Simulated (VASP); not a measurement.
# Al (P6_3/mmc) in VASP: single point with PBEsol

Aim: the single point of Al with PBEsol.

Program: VASP 6.6.1. These are calculated values, not measurements. Logs are shortened: lines on timing, memory, paths and dates and some standing lists are left out, and cuts for length are marked.

## (1) The cell of the first run

It takes space group P6_3/mmc (No. 194, hexagonal). The conventional cell has a = 3.863 Å, b = 3.863 Å, c = 6.341 Å, α = 90.00°, β = 90.00°, γ = 120.00°. Al (site symmetry -6m2) has 12 Al at 3.86 to 3.88 Å within 5.1 Å.

## (2) Single point, PBEsol

File INCAR:

```
SYSTEM = Al
PREC = Accurate
ENCUT = 500
EDIFF = 1E-6
ISMEAR = 1
SIGMA = 0.1
LREAL = .FALSE.
LASPH = .TRUE.
NELM = 120
ALGO = Normal
ISIF = 2
LWAVE = .FALSE.
LCHARG = .TRUE.
GGA = PS
LELF = .TRUE.
LVHAR = .TRUE.
NBANDS = 10
GGA_COMPAT = .FALSE.
```

File KPOINTS:

```
Automatic mesh
0
G
  5 5 3
  0 0 0
```

File POSCAR:

```
Al
1.0
    3.8634830000      0.0000000000      0.0000000000
   -1.9317410000      3.3458740000      0.0000000000
    0.0000000000      0.0000000000      6.3414430000
Al
2
Direct
    0.3333333333      0.6666666667      0.0000690000
    0.6666666667      0.3333333333      0.5000690000
```

Potentials or basis: VASP PAW PBE potentials, release 64 (Al).

Run with:

```console
$ cat potpaw_PBE.64/Al/POTCAR > POTCAR
$ mpirun -np 1 vasp_std > vasp.out
```

OUTCAR:

```text
SYSTEM = Al
   PREC = Accurate
   ENCUT = 500
   EDIFF = 1E-6
   ISMEAR = 1
   LREAL = .FALSE.
   LASPH = .TRUE.
   NELM = 120
   ISIF = 2
   GGA = PS

 ion  position               nearest neighbor table
   1  0.333  0.667  0.000-
   2  0.667  0.333  0.500-

  LATTYP: Found a hexagonal cell.
 ALAT       =     3.8634830000
 C/A-ratio  =     1.6413798119

  Lattice vectors:

 A1 = (   3.8634830000,   0.0000000000,   0.0000000000)
 A2 = (  -1.9317410000,   3.3458740000,   0.0000000000)
 A3 = (   0.0000000000,   0.0000000000,   6.3414430000)

Analysis of symmetry for initial positions (statically):
=====================================================================
 Subroutine PRICEL returns:
 Original cell was already a primitive cell.

 Routine SETGRP: Setting up the symmetry group for a
 hexagonal supercell.

 Subroutine GETGRP returns: Found 24 space group operations
 (whereof  6 operations were pure point group operations)
 out of a pool of 24 trial point group operations.

The static configuration has the point symmetry C_3v.
 The point group associated with its full space group is D_6h.

Analysis of symmetry for dynamics (positions and initial velocities):
=====================================================================
 Subroutine PRICEL returns:
 Original cell was already a primitive cell.

 Routine SETGRP: Setting up the symmetry group for a
 hexagonal supercell.

 Subroutine GETGRP returns: Found 24 space group operations
 (whereof  6 operations were pure point group operations)
 out of a pool of 24 trial point group operations.

The dynamic configuration has the point symmetry C_3v.
 The point group associated with its full space group is D_6h.

 Subroutine INISYM returns: Found 24 space group operations
 (whereof  6 operations are pure point group operations),
 and found     1 'primitive' translations

----------------------------------------------------------------------------------------

                                     Primitive cell

  volume of cell :      81.9741

  direct lattice vectors                    reciprocal lattice vectors
     3.863483000  0.000000000  0.000000000     0.258833804  0.149437746  0.000000000
    -1.931741000  3.345874000  0.000000000     0.000000000  0.298875570  0.000000000
     0.000000000  0.000000000  6.341443000     0.000000000  0.000000000  0.157692815

  length of vectors
     3.863483000  3.863482382  6.341443000     0.298875523  0.298875570  0.157692815

  position of ions in fractional coordinates (direct lattice)
     0.333333333  0.666666667  0.000069000
[... 71 lines left out ...]
   POTIM  = 0.5000    time-step for ionic-motion
   TEBEG  =    0.0;   TEEND  =   0.0 temperature during run
   PSTRESS=    0.0 pullay stress
   NELECT =       6.0000    total number of electrons
   NUPDOWN=      -1.0000    fix difference up-down
   EMIN   =  10.00;   EMAX   =-10.00  energy-range for DOS
   EFERMI =   0.00;   METHOD = LEGACY
   ISMEAR =     1;   SIGMA  =   0.10  broadening in eV -4-tet -1-fermi 0-gaus
   EFERMI_NEDOS =   21; number of points for ismear=-14 and -15
   IALGO  =     38    algorithm
   IMIX   =      4    mixing-type and parameters
     AMIX     =   0.40;   BMIX     =  1.00
     AMIX_MAG =   1.60;   BMIX_MAG =  1.00
  volume/ion in A,a.u.               =      40.99       276.59
  Fermi-wavevector in a.u.,A,eV,Ry     =   0.684804  1.294092  6.380543  0.468957
  Thomas-Fermi vector in A             =   1.764563
   LORBIT       =      0    0 simple, 1 ext, 2 COOP (PROOUT), +10 PAW based schemes
   GGA     = PS    functional components
   LHFCALC =     F    Hartree Fock is set to
   AEXX    =    0.0000 exact exchange contribution
   IVDW    =     0    specifies the selected vdW correction
   LEPSILON=     F    determine dielectric tensor
   LRPA    =     F    only Hartree local field effects (RPA)
 non-spin polarized calculation
 Methfessel and Paxton  Order N= 1 SIGMA  =   0.10
  energy-cutoff  :      500.00
  volume of cell :       81.97
 maximum number of plane-waves:      2094
   NGX = 15   NGY = 15   NGZ = 23

 number of electron       6.0000000 magnetization

 Free energy of the ion-electron system (eV)
  ---------------------------------------------------
  ext. energy  EPLUGINS =         0.00000000
  ---------------------------------------------------
  free energy    TOTEN  =        -5.02140882 eV

  energy without entropy =       -5.02176507  energy(sigma->0) =       -5.02152757

 E-fermi :   1.3853     XC(G=0):  -7.3010

 val. band max:        1.2072936458   @ k =   0.4000   0.0000   0.3333
 cond. band min:       1.4104500238   @ k =   0.4000   0.0000   0.0000
 fundamental gap:      0.2031563780
 Fermi energy:         1.3853438282

 k-point     1 :       0.0000    0.0000    0.0000
  band No.  band energies     occupation
      1      -5.1480      2.00000
      2      -2.4796      2.00000
      3      -0.4619      2.00000
      4       6.0238      0.00000
      5       6.0238      0.00000
      6       6.9222      0.00000
      7       6.9222      0.00000
      8       7.0157      0.00000
      9       8.4968      0.00000
     10       9.6381      0.00000
[... 105 lines left out ...]
 k-point    10 :       0.4000    0.2000    0.3333
  band No.  band energies     occupation
      1      -1.9648      2.00000
      2      -1.5237      2.00000
      3       0.2045      2.00000
      4       0.7105      2.00000
      5       1.9178     -0.00000
      6       2.8992     -0.00000
      7       4.3899      0.00000
      8       5.1403      0.00000
      9       7.6159      0.00000
     10       8.9727      0.00000

------------------------ aborting loop because EDIFF is reached ----------------------------------------

  FORCE on cell =-STRESS in cart. coord.  units (eV):
  Direction    XX          YY          ZZ          XY          YZ          ZX
  --------------------------------------------------------------------------------------
  -------------------------------------------------------------------------------------
  Total       -4.3907806     -4.3907795     -3.9866662     -0.0000007      0.0000000     -0.0000000
  in kB      -85.8174571    -85.8174353    -77.9190725     -0.0000128      0.0000000     -0.0000000
  external PRESSURE =     -83.1846550 kB  Pullay stress =       0.0000000 kB

 VOLUME and BASIS-vectors are now :
 -----------------------------------------------------------------------------
  energy-cutoff  :      500.00
  volume of cell :       81.97
      direct lattice vectors                 reciprocal lattice vectors
     3.863483000  0.000000000  0.000000000     0.258833804  0.149437746  0.000000000
    -1.931741000  3.345874000  0.000000000     0.000000000  0.298875570  0.000000000
     0.000000000  0.000000000  6.341443000     0.000000000  0.000000000  0.157692815

 POSITION                                       TOTAL-FORCE (eV/Angst)
 -----------------------------------------------------------------------------------
      0.00000      2.23058      0.00044        -0.000000      0.000000      0.000000
      1.93174      1.11529      3.17116         0.000000      0.000000     -0.000000
 -----------------------------------------------------------------------------------
    total drift:                               -0.000000      0.000000     -0.000000

  FREE ENERGIE OF THE ION-ELECTRON SYSTEM (eV)
  ---------------------------------------------------
  free  energy   TOTEN  =        -5.0214088217 eV

  energy  without entropy=       -5.0217650746  energy(sigma->0) =       -5.02152757
```

OSZICAR:

```text
N       E                     dE             d eps       ncg     rms          rms(c)
DAV:   1     0.730808227825E+00    0.73081E+00   -0.19534E+03   200   0.420E+02
DAV:   2    -0.491844218777E+01   -0.56493E+01   -0.53916E+01   292   0.378E+01
DAV:   3    -0.505691897551E+01   -0.13848E+00   -0.13594E+00   238   0.558E+00
DAV:   4    -0.505807166503E+01   -0.11527E-02   -0.11525E-02   252   0.638E-01
DAV:   5    -0.505809120967E+01   -0.19545E-04   -0.19543E-04   238   0.803E-02    0.841E-01
DAV:   6    -0.503528665534E+01    0.22805E-01   -0.98992E-03   228   0.429E-01    0.503E-01
DAV:   7    -0.502135147215E+01    0.13935E-01   -0.25574E-02   214   0.681E-01    0.126E-01
DAV:   8    -0.502140485619E+01   -0.53384E-04   -0.32781E-04   240   0.116E-01    0.107E-02
DAV:   9    -0.502140721001E+01   -0.23538E-05   -0.88756E-06   236   0.160E-02    0.415E-03
DAV:  10    -0.502140892757E+01   -0.17176E-05   -0.10423E-06   168   0.637E-03    0.957E-04
DAV:  11    -0.502140882170E+01    0.10587E-06   -0.47642E-08   132   0.144E-03
   1 F= -.50214088E+01 E0= -.50215276E+01  d E =0.356253E-03
```

stdout:

```text
POSCAR found type information on POSCAR Al
 POSCAR found :  1 types and       2 ions
 scaLAPACK will be used
 -----------------------------------------------------------------------------
|                                                                             |
|                                                                             |
|     You enforced a specific xc type in the INCAR file but a different       |
|     I HOPE YOU KNOW WHAT YOU ARE DOING!                                     |
|                                                                             |
 -----------------------------------------------------------------------------

 LDA part: xc-table for (Slater+PW92), standard interpolation
 POSCAR, INCAR and KPOINTS ok, starting setup
 FFT: planning ... GRIDC
 FFT: planning ... GRID_SOFT
 FFT: planning ... GRID
 WAVECAR not read
 entering main loop
```

Run time: 9.8 s. Hardware: 1 thread of Intel Xeon 6975P-C, shared host; peak memory 0.17 GiB.

Results:

- Free energy: -5.0214 eV
- Pressure: -8.3 GPa
- Band gap on the k mesh: zero (band 3 reaches 1.81 eV, above the bottom of band 4 at 0.71 eV)

Stress tensor (GPa, compression positive):
```
-8.58  0.00  0.00
 0.00 -8.58  0.00
 0.00  0.00 -7.79
```

Levels at points of the mesh, in eV from the Fermi level:
```
           k point  band 1  band 2  band 3  band 4  band 5  band 6  band 7  band 8
(0.00, 0.00, 0.00)   -6.53   -3.86   -1.85    4.64    4.64    5.54    5.54    5.63
```

Caveat: the k points lie up to 0.38 Å⁻¹ apart; the PAW data sets were made with another functional, which shifts forces and pressure a little.
